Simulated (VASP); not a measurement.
Input of a VASP 6.6.1 run:

INCAR

```
ALGO = Normal ; EDIFF = 1E-6
ENCUT = 520 ; GGA = PE
ISIF = 2 ; ISMEAR = -1
LASPH = T ; LCHARG = F
LREAL = F ; LWAVE = F
NBANDS = 18 ; NELM = 80
PREC = Accurate ; SIGMA = 0.08
```

Contents of KPOINTS:

```
k-points
0
Gamma
  16 16 16
```

POSCAR

```
Si2Mo
1.0
   -1.4105613701      1.4105613701      3.5635701281
    1.4105613701     -1.4105613701      3.5635701281
    1.4105613701      1.4105613701     -3.5635701281
Mo Si
1 2
Direct
    0.0000000000      0.0000000000      0.0000000000
    0.3309937233      0.3309937233      0.0000000000
   -0.3309937233     -0.3309937233      0.0000000000
```

Potentials or basis: VASP PAW PBE potentials, release 64 (Mo_sv, Si).

Launch:

```bash
$ cat potpaw_PBE.64/Mo_sv/POTCAR potpaw_PBE.64/Si/POTCAR > POTCAR
$ mpirun -np 1 vasp_std > vasp.out
```

Predict the pressure.

160.8 GPa.

Estimate the band gap on the k mesh.

zero (bands 11 and 12 overlap by 1.57 eV).

Predict the largest force.

0.025 eV/Å.

Forces in eV/Å, atoms in the order of the input:
```
Mo   0.000  0.000  0.000
Si   0.000  0.000 -0.025
Si   0.000  0.000  0.025
```

Caveat: the cell stands under pressure.
